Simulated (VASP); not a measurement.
# Al16N16O (a cell with a defect) in VASP: notebook

The runs below take Al16N16O (a cell with a defect) through single point, with PBE.

Everything below comes from runs of VASP 6.6.1. Logs are shortened: lines on timing, memory, paths and dates and some standing lists are left out, and cuts for length are marked.

### 1 The cell of the first run

The cell holds a defect, 33 atoms: a = 6.260 Å, b = 6.260 Å, c = 10.035 Å, α = 90.00°, β = 90.00°, γ = 120.00°.

### 2 Single point, PBE

File INCAR:

```
SYSTEM = Al16N16O
ALGO = Normal ; EDIFF = 1E-6
ENCUT = 520 ; GGA = PE
GGA_COMPAT = .False. ; ISIF = 2
ISMEAR = -1 ; LASPH = .True.
LCHARG = .False. ; LREAL = Auto
LWAVE = .False. ; NBANDS = 89
NELECT = 136.0 ; NELM = 120
PREC = Accurate ; SIGMA = 0.01
```

File KPOINTS:

```
k-points
0
Gamma
  1 1 1
  0 0 0
```

File POSCAR:

```
Al16N16O
1.0
    6.2595139100      0.0000000600      0.0000000000
   -3.1297570100      5.4208980300      0.0000000000
    0.0000000000      0.0000000000     10.0348065900
Al N O
16 16 1
Direct
    0.3097008664      0.1202287846      0.1762006058
    0.1590293662      0.3206832117      0.5146455942
    0.3432978829      0.1635561072      0.7079529572
    0.1602571971      0.3319973887      1.0058483848
    0.3116285355      0.6720982319      0.2657016830
    0.1582639487      0.8276324265      0.4648091578
    0.3556656488      0.6608056375      0.7509912555
    0.1969277449      0.8273476024      0.9425580767
    0.8379056413      0.1661333500      0.2419532433
    0.6689659305      0.3210803727      0.5039766292
    0.8339097634      0.1611411883      0.7557615518
    0.7089639976      0.3477515989      1.0178891749
    0.8235890191      0.6566269889      0.2606673060
    0.6641102204      0.8229086648      0.4986699998
    0.8371667465      0.6627274540      0.7582322521
    0.6973445363      0.8399693064      1.0179278403
    0.3279905499      0.1486244485      0.5197677656
    0.0886177155      0.4669761321      0.1526213770
    0.3643029647      0.1638329984      0.9885171090
    0.1636014917      0.3300063901      0.7046871244
    0.3248392766      0.6461610163      0.4620867337
    0.1691481085      0.8632781808      0.2851310560
    0.3764537430      0.6590369267      0.9338108230
    0.1817267472      0.8323585805      0.7493036296
    0.8399008290      0.1589343583      0.4399334417
    0.6364787668      0.3178050855      0.2120139517
    0.8261041959      0.1588074422      0.9368709716
    0.6887896531      0.3397405648      0.6956752915
    0.8129851754      0.6442937926      0.4540845864
    0.6269237897      0.7989179908      0.2139799089
    0.8493785759      0.6675773883      0.9500171144
    0.6831461690      0.8338273352      0.6872915724
    0.0133942652      0.0624018377      0.1302207460
```

Potentials or basis: VASP PAW PBE potentials, release 64 (Al, N, O).

Started as:

```sh
$ cat potpaw_PBE.64/Al/POTCAR potpaw_PBE.64/N/POTCAR potpaw_PBE.64/O/POTCAR > POTCAR
$ mpirun -np 1 vasp_gam > vasp.out
```

OUTCAR:

```text
SYSTEM = Al16N16O
   EDIFF = 1E-6
   ENCUT = 520
   GGA = PE
   ISIF = 2
   ISMEAR = -1
   LASPH = .True.
   LREAL = Auto
   NELECT = 136.0
   NELM = 120
   PREC = Accurate

 ion  position               nearest neighbor table
   1  0.310  0.120  0.176-  33 1.76  22 1.77  26 1.82  19 1.91   4 2.61  12 2.69   8 2.84   5 2.95
                            13 3.09   9 3.18   9 3.24   6 3.30
   2  0.159  0.321  0.515-  21 1.84  17 1.85  25 1.89  20 1.91   3 2.68  11 2.99   7 3.01  10 3.07
                            14 3.11   6 3.12   5 3.14  14 3.16  10 3.19   6 3.21   9 3.24
   3  0.343  0.164  0.708-  24 1.84  28 1.88  20 1.88  17 1.89   2 2.68  10 2.70   8 2.98   6 3.05
                             7 3.10  11 3.12  15 3.15  15 3.19   7 3.22  11 3.22
   4  0.160  0.332  0.006-  18 1.86  33 1.92  27 1.94  23 1.94  19 2.03   1 2.61  12 2.88   9 2.94
                            16 3.00   8 3.06  11 3.07   7 3.12   5 3.20  16 3.28   8 3.34
   5  0.312  0.672  0.266-  18 1.76  30 1.80  22 1.83  21 1.98   6 2.61   1 2.95  13 3.01  14 3.02
                             9 3.08   2 3.14   4 3.20   9 3.21  16 3.25  13 3.25
   6  0.158  0.828  0.465-  22 1.81  17 1.83  29 1.88  21 1.89   5 2.61  13 2.74   3 3.05  14 3.10
                             2 3.12  10 3.14  10 3.17  14 3.20   2 3.21   1 3.30
   7  0.356  0.661  0.751-  23 1.84  20 1.86  24 1.87  32 1.89   8 2.61   2 3.01  15 3.01  14 3.03
                            11 3.07   3 3.10   4 3.12  11 3.20   3 3.22  15 3.25  16 3.26
   8  0.197  0.827  0.943-  19 1.88  31 1.89  23 1.89  24 1.94   7 2.61  15 2.69   1 2.84   3 2.98
                             4 3.06  12 3.12  16 3.18  16 3.26  12 3.32   4 3.34
   9  0.838  0.166  0.242-  33 1.90  26 1.94  18 1.96  25 1.99  30 2.02  12 2.81  16 2.86   4 2.94
                             5 3.08  13 3.12  13 3.15  10 3.16   1 3.18  14 3.18   5 3.21   1 3.24
  10  0.669  0.321  0.504-  29 1.83  17 1.86  25 1.92  28 1.93   3 2.70  13 3.05   2 3.07  11 3.08
                            14 3.10   6 3.14  15 3.15  14 3.16   9 3.16   6 3.17   2 3.19
  11  0.834  0.161  0.756-  27 1.82  28 1.86  20 1.86  32 1.90   2 2.99   7 3.07   4 3.07  10 3.08
                             3 3.12  15 3.13  15 3.13  12 3.13  16 3.16  14 3.17   7 3.20   3 3.22
  12  0.709  0.348  0.018-  27 1.86  31 1.87  19 1.89  26 1.99  18 2.50   1 2.69   9 2.81   4 2.88
                            13 2.97  16 3.12  15 3.12   8 3.12  11 3.13  16 3.14   8 3.32
  13  0.824  0.657  0.261-  22 1.90  26 1.90  30 1.90  29 1.94  33 2.56   6 2.74  16 2.96  12 2.97
                            14 2.97   5 3.01  10 3.05   1 3.09   9 3.12   9 3.15   5 3.25
  14  0.664  0.823  0.499-  29 1.83  21 1.88  32 1.90  25 1.92  13 2.97   5 3.02   7 3.03   6 3.10
                            10 3.10   2 3.11   2 3.16  10 3.16  11 3.17  15 3.17   9 3.18   6 3.20
  15  0.837  0.663  0.758-  28 1.86  24 1.87  32 1.90  31 1.93   8 2.69   7 3.01  12 3.12  16 3.12
                            11 3.13  11 3.13   3 3.15  10 3.15  14 3.17   3 3.19   7 3.25
  16  0.697  0.840  0.018-  31 1.89  27 1.92  23 1.94  30 2.00  33 2.09   9 2.86  13 2.96   4 3.00
                            12 3.12  15 3.12  12 3.14  11 3.16   8 3.18   5 3.25   8 3.26   7 3.26
  17  0.328  0.149  0.520-   6 1.83   2 1.85  10 1.86   3 1.89
  18  0.089  0.467  0.153-   5 1.76   4 1.86   9 1.96  12 2.50
  19  0.364  0.164  0.989-   8 1.88  12 1.89   1 1.91   4 2.03
  20  0.164  0.330  0.705-  11 1.86   7 1.86   3 1.88   2 1.91
  21  0.325  0.646  0.462-   2 1.84  14 1.88   6 1.89   5 1.98
  22  0.169  0.863  0.285-   1 1.77   6 1.81   5 1.83  13 1.90
[... 8 lines left out ...]
  31  0.849  0.668  0.950-  12 1.87  16 1.89   8 1.89  15 1.93
  32  0.683  0.834  0.687-   7 1.89  14 1.90  15 1.90  11 1.90
  33  0.013  0.062  0.130-   1 1.76   9 1.90   4 1.92  16 2.09  13 2.56

  LATTYP: Found a hexagonal cell.
 ALAT       =     6.2595139100
 C/A-ratio  =     1.6031287308

  Lattice vectors:

 A1 = (   6.2595139100,   0.0000000600,   0.0000000000)
 A2 = (  -3.1297570100,   5.4208980300,   0.0000000000)
 A3 = (   0.0000000000,   0.0000000000,  10.0348065900)

Analysis of symmetry for initial positions (statically):
=====================================================================
 Subroutine PRICEL returns:
 Original cell was already a primitive cell.

 Routine SETGRP: Setting up the symmetry group for a
 hexagonal supercell.

 Subroutine GETGRP returns: Found  1 space group operations
 (whereof  1 operations were pure point group operations)
 out of a pool of 24 trial point group operations.

The static configuration has the point symmetry C_1 .

Analysis of symmetry for dynamics (positions and initial velocities):
=====================================================================
 Subroutine PRICEL returns:
 Original cell was already a primitive cell.

 Routine SETGRP: Setting up the symmetry group for a
 hexagonal supercell.

 Subroutine GETGRP returns: Found  1 space group operations
 (whereof  1 operations were pure point group operations)
 out of a pool of 24 trial point group operations.

The dynamic configuration has the point symmetry C_1 .

 Subroutine INISYM returns: Found  1 space group operations
 (whereof  1 operations are pure point group operations),
 and found     1 'primitive' translations

----------------------------------------------------------------------------------------

                                     Primitive cell

  volume of cell :     340.5029

  direct lattice vectors                    reciprocal lattice vectors
     6.259513910  0.000000060  0.000000000     0.159756813  0.092235641  0.000000000
    -3.129757010  5.420898030  0.000000000    -0.000000002  0.184471279  0.000000000
     0.000000000  0.000000000 10.034806590     0.000000000  0.000000000  0.099653141

  length of vectors
     6.259513910  6.259513910 10.034806590     0.184471279  0.184471279  0.099653141

  position of ions in fractional coordinates (direct lattice)
     0.309700866  0.120228785  0.176200606
     0.159029366  0.320683212  0.514645594
     0.343297883  0.163556107  0.707952957
     0.160257197  0.331997389  0.005848385
     0.311628535  0.672098232  0.265701683
     0.158263949  0.827632427  0.464809158
[... 25 lines left out ...]
     0.683146169  0.833827335  0.687291572
     0.013394265  0.062401838  0.130220746

  ion indices of the primitive-cell ions
   primitive index   ion index
                 1           1
                 2           2
                 3           3
                 4           4
                 5           5
                 6           6
[... 25 lines left out ...]
                32          32
                33          33

----------------------------------------------------------------------------------------

 KPOINTS: k-points

Automatic generation of k-mesh.
 Grid dimensions read from file:
 generate k-points for:    1    1    1

 Generating k-lattice:

  Cartesian coordinates                     Fractional coordinates (reciprocal lattice)
     0.159756813  0.092235641  0.000000000     1.000000000  0.000000000  0.000000000
    -0.000000002  0.184471279  0.000000000     0.000000000  1.000000000  0.000000000
     0.000000000  0.000000000  0.099653141     0.000000000  0.000000000  1.000000000

  Length of vectors
     0.184471279  0.184471279  0.099653141

  Shift w.r.t. Gamma in fractional coordinates (k-lattice)
     0.000000000  0.000000000  0.000000000

 Subroutine IBZKPT returns following result:
 ===========================================

 Found      1 irreducible k-points:

 Following reciprocal coordinates:
            Coordinates               Weight
  0.000000  0.000000  0.000000      1.000000
   k-points           NKPTS =      1   k-points in BZ     NKDIM =      1   number of bands    NBANDS=     89
   number of dos      NEDOS =    301   number of ions     NIONS =     33
   total plane-waves  NPLWV = 184320
   dimension x,y,z NGX =    48 NGY =   48 NGZ =   80
   dimension x,y,z NGXF=    96 NGYF=   96 NGZF=  160
   ions per type =              16  16   1
   NGX,Y,Z   is equivalent  to a cutoff of  12.75, 12.75, 13.25 a.u.
   NGXF,Y,Z  is equivalent  to a cutoff of  25.50, 25.50, 26.51 a.u.
 SYSTEM =  Al16N16O
   PREC   = accura    normal or accurate (medium, high low for compatibility)
   ISTART =      0    job   : 0-new  1-cont  2-samecut
   ICHARG =      2    charge: 1-file 2-atom 10-const
   ISPIN  =      1    spin polarized calculation?
   LNONCOLLINEAR =      F non collinear calculations
   LSORBIT =      F    spin-orbit coupling
   LASPH  =      T    aspherical Exc in radial PAW
   ENCUT  =  520.0 eV  38.22 Ry    6.18 a.u.  11.64 11.64 18.66*2*pi/ulx,y,z
   NELM   =    120;   NELMIN=  2; NELMDL= -5     # of ELM steps
   EDIFF  = 0.1E-05   stopping-criterion for ELM
   LREAL  =      T    real-space projection
   EDIFFG = 0.1E-04   stopping-criterion for IOM
   NSW    =      0    number of steps for IOM
   IBRION =     -1    ionic relax: 0-MD 1-quasi-New 2-CG
   NFREE  =      0    steps in history (QN), initial steepest desc. (CG)
   ISIF   =      2    stress and relaxation
   ISYM   =      2    0-nonsym 1-usesym 2-fastsym
   POTIM  = 0.5000    time-step for ionic-motion
   TEBEG  =    0.0;   TEEND  =   0.0 temperature during run
   PSTRESS=    0.0 pullay stress
   NELECT =     136.0000    total number of electrons
   NUPDOWN=      -1.0000    fix difference up-down
   EMIN   =  10.00;   EMAX   =-10.00  energy-range for DOS
   EFERMI =   0.00;   METHOD = LEGACY
   ISMEAR =    -1;   SIGMA  =   0.01  broadening in eV -4-tet -1-fermi 0-gaus
   EFERMI_NEDOS =   21; number of points for ismear=-14 and -15
   IALGO  =     38    algorithm
   IMIX   =      4    mixing-type and parameters
     AMIX     =   0.40;   BMIX     =  1.00
     AMIX_MAG =   1.60;   BMIX_MAG =  1.00
  volume/ion in A,a.u.               =      10.32        69.63
  Fermi-wavevector in a.u.,A,eV,Ry     =   1.205630  2.278311 19.776675  1.453545
  Thomas-Fermi vector in A             =   2.341321
   LORBIT       =      0    0 simple, 1 ext, 2 COOP (PROOUT), +10 PAW based schemes
   GGA     = PE    functional components
   LHFCALC =     F    Hartree Fock is set to
   AEXX    =    0.0000 exact exchange contribution
   IVDW    =     0    specifies the selected vdW correction
   LEPSILON=     F    determine dielectric tensor
   LRPA    =     F    only Hartree local field effects (RPA)
 non-spin polarized calculation
  energy-cutoff  :      520.00
  volume of cell :      340.50
 maximum number of plane-waves:      4582
 NGX is ok and might be reduce to    48
   NGX = 23   NGY = 23   NGZ = 37

 number of electron     136.0000002 magnetization

 Free energy of the ion-electron system (eV)
  ---------------------------------------------------
  ext. energy  EPLUGINS =         0.00000000
  ---------------------------------------------------
  free energy    TOTEN  =      -214.21334363 eV

  energy without entropy =     -214.21334363  energy(sigma->0) =     -214.21334363

 E-fermi :   7.8640     XC(G=0): -10.9518

 val. band max:        7.5640111005   @ k =   0.0000   0.0000   0.0000
 cond. band min:       9.6656818850   @ k =   0.0000   0.0000   0.0000
 fundamental gap:      2.1016707845
 Fermi energy:         7.8640305288

 k-point     1 :       0.0000    0.0000    0.0000
  band No.  band energies     occupation
      1     -11.6193      2.00000
      2      -9.1286      2.00000
      3      -8.3008      2.00000
      4      -7.8167      2.00000
      5      -7.3095      2.00000
      6      -7.2408      2.00000
[... 72 lines left out ...]
     79      12.4399      0.00000
     80      12.5795      0.00000
 [bands above 80 left out]

------------------------ aborting loop because EDIFF is reached ----------------------------------------

  FORCE on cell =-STRESS in cart. coord.  units (eV):
  Direction    XX          YY          ZZ          XY          YZ          ZX
  --------------------------------------------------------------------------------------
  -------------------------------------------------------------------------------------
  Total       47.3404775     48.4533610     40.5338535     -1.0452790     -1.1467396     -3.2554742
  in kB      222.7523841    227.9888639    190.7249984     -4.9183788     -5.3957838    -15.3180677
  external PRESSURE =     213.8220821 kB  Pullay stress =       0.0000000 kB

 VOLUME and BASIS-vectors are now :
 -----------------------------------------------------------------------------
  energy-cutoff  :      520.00
  volume of cell :      340.50
      direct lattice vectors                 reciprocal lattice vectors
     6.259513910  0.000000060  0.000000000     0.159756813  0.092235641  0.000000000
    -3.129757010  5.420898030  0.000000000    -0.000000002  0.184471279  0.000000000
     0.000000000  0.000000000 10.034806590     0.000000000  0.000000000  0.099653141

 POSITION                                       TOTAL-FORCE (eV/Angst)
 -----------------------------------------------------------------------------------
      1.56229      0.65175      1.76814         0.026829     -0.008037      0.012889
     -0.00821      1.73839      5.16437         0.001060      0.001558      0.000845
      1.63699      0.88662      7.10417        -0.002622     -0.008126     -0.001312
     -0.03594      1.79972      0.05869        -0.008086      0.001031     -0.013511
     -0.15286      3.64338      2.66626        -0.003458      0.018253      0.009915
     -1.59963      4.48651      4.66427        -0.003043     -0.000973     -0.008126
[... 25 lines left out ...]
      1.66649      4.52009      6.89684        -0.003228      0.006291      0.005070
     -0.11146      0.33827      1.30674        -0.027313     -0.012723      0.002287
 -----------------------------------------------------------------------------------
    total drift:                                0.009232     -0.013504      0.017384

  FREE ENERGIE OF THE ION-ELECTRON SYSTEM (eV)
  ---------------------------------------------------
  free  energy   TOTEN  =      -214.2133436264 eV

  energy  without entropy=     -214.2133436264  energy(sigma->0) =     -214.21334363
```

Wall time 2.9 min (1 thread of Intel Xeon 8259CL, shared host); peak memory 0.41 GiB.

What came out:

```
Free energy   : -214.2133 eV
Largest force : 0.031 eV/Å
```

Forces in eV/Å, atoms in the order of the input:
```
Al   0.027 -0.008  0.013
Al   0.001  0.002  0.001
Al  -0.003 -0.008 -0.001
Al  -0.008  0.001 -0.014
Al  -0.003  0.018  0.010
Al  -0.003 -0.001 -0.008
Al  -0.005  0.000 -0.005
Al  -0.008 -0.005  0.001
Al  -0.007 -0.006 -0.002
Al  -0.001  0.002  0.010
Al   0.005 -0.002 -0.010
Al  -0.016 -0.004 -0.006
Al  -0.001  0.012 -0.002
Al  -0.002 -0.002 -0.003
Al   0.007  0.002 -0.003
Al   0.003 -0.002 -0.001
N    0.000 -0.002 -0.010
N    0.011 -0.004  0.003
N   -0.002  0.001 -0.012
N   -0.005 -0.001  0.002
N    0.005 -0.003  0.006
N    0.011 -0.008  0.005
N    0.005  0.000  0.008
N    0.004  0.001 -0.008
N   -0.005  0.002  0.008
N    0.011  0.018 -0.020
N    0.011  0.001  0.021
N    0.001 -0.003  0.007
N    0.003  0.002  0.002
N   -0.004  0.003 -0.004
N   -0.001 -0.001  0.006
N   -0.003  0.006  0.005
O   -0.027 -0.013  0.002
```

Levels at points of the mesh, in eV from the Fermi level:
| k point | band 64 | band 65 | band 66 | band 67 | band 68 | band 69 | band 70 | band 71 | band 72 | band 73 |
| --- | --- | --- | --- | --- | --- | --- | --- | --- | --- | --- |
| (0.00, 0.00, 0.00) | -1.56 | -1.22 | -1.22 | -0.85 | -0.30 | 1.80 | 2.79 | 3.28 | 3.69 | 3.78 |

Caveat: the k points lie up to 1.16 Å⁻¹ apart; the cell carries a net charge on a neutralising background, which shifts energy and pressure; the cell is charged against a uniform background, so pressure and absolute levels hang on convention.

(Continued in part 2 of 2.)
